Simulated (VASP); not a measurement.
Input of a VASP 6.6.1 run:

Contents of POSCAR:

```
NaCl
1.0
    0.0000000000      2.8877399427      2.8877399427
    2.8877399427      0.0000000000      2.8877399427
    2.8877399427      2.8877399427      0.0000000000
Cl Na
1 1
Direct
    0.5000000000      0.5000000000      0.5000000000
    0.0000000000      0.0000000000      0.0000000000
```

INCAR.step1

```
ALGO = Normal ; EDIFF = 1E-5
ENCUT = 520 ; GGA = PE
ISIF = 2 ; ISMEAR = -1
LASPH = T ; LCHARG = F
LREAL = F ; LWAVE = T
NBANDS = 14 ; NELM = 100
PREC = Accurate ; SIGMA = 0.05
```

Contents of INCAR.step2:

```
AEXX = 1.0 ; AGGAC = 0.0
ALDAC = 0.0 ; ALGO = Normal
EDIFF = 1E-6 ; ENCUT = 520
GGA = PE ; ISIF = 2
ISMEAR = -1 ; ISTART = 1
LASPH = T ; LCHARG = F
LHFCALC = T ; LREAL = F
LWAVE = F ; NBANDS = 14
NELM = 100 ; PREC = Accurate
PRECFOCK = Normal ; SIGMA = 0.05
```

File KPOINTS:

```
k-points
0
Gamma
  4 4 4
```

Potentials or basis: VASP PAW PBE potentials, release 64 (Cl, Na_pv).

The run is started by

```console
$ cat potpaw_PBE.64/Cl/POTCAR potpaw_PBE.64/Na_pv/POTCAR > POTCAR
$ cp INCAR.step1 INCAR
$ mpirun -np 1 vasp_std > vasp.out
$ cp INCAR.step2 INCAR
$ mpirun -np 1 vasp_std > vasp.out
```

(1) Predict the pressure.

(2) Estimate the band gap on the k mesh.

Answers

(1) -0.1 GPa.

(2) 13.40 eV, direct.

Caveat: the k points lie up to 0.47 Å⁻¹ apart; the PAW data sets were made with another functional, which shifts forces and pressure a little.
